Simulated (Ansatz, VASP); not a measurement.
**PbO in VASP and in Ansatz**

```xyz
4
Lattice="3.8886 0.0000 0.0000 0.0000 3.8886 0.0000 0.0000 0.0000 4.8575" Properties=species:S:1:pos:R:3 pbc="T T T"
Pb    0.0000    1.9443    1.1775
Pb    1.9443    0.0000    3.6801
O     1.9443    1.9443    0.0000
O     0.0000    0.0000    0.0000
```

Alike in both runs: task single point; functional PBEsol; k mesh 6 × 6 × 4; occupations gaussian, width 0.1 eV; no spin polarisation.

```csv
,VASP,Ansatz
version,VASP 6.6.1,Ansatz 0.2.0
potentials or method,"VASP PAW PBE potentials, release 64 (Pb_d, O), cutoff 520 eV","scalar-relativistic, plane waves, PAW"
valence electrons in the cell,40,40
```

|  | VASP | Ansatz | Ansatz less VASP |
| --- | --- | --- | --- |
| gap on the k mesh at the Fermi level (eV) | 0.91 | 0.90 | -0.010 |
| least direct gap on the mesh (eV) | 2.21 | 2.20 | -0.003 |
| pressure (GPa) | 6.3 | 6.2 | -0.12 |
| traceless stress, the component that is largest in VASP (GPa) | -1.19 | -1.18 | +0.008 |
| rms of the force components (eV/Å) | 0.280 | 0.259 | -0.0212 |

VASP's potentials were made for PBE, not for PBEsol. Atom by atom the forces differ by 0.021 eV/Å (rms over components).

Spin-orbit coupling is off throughout.
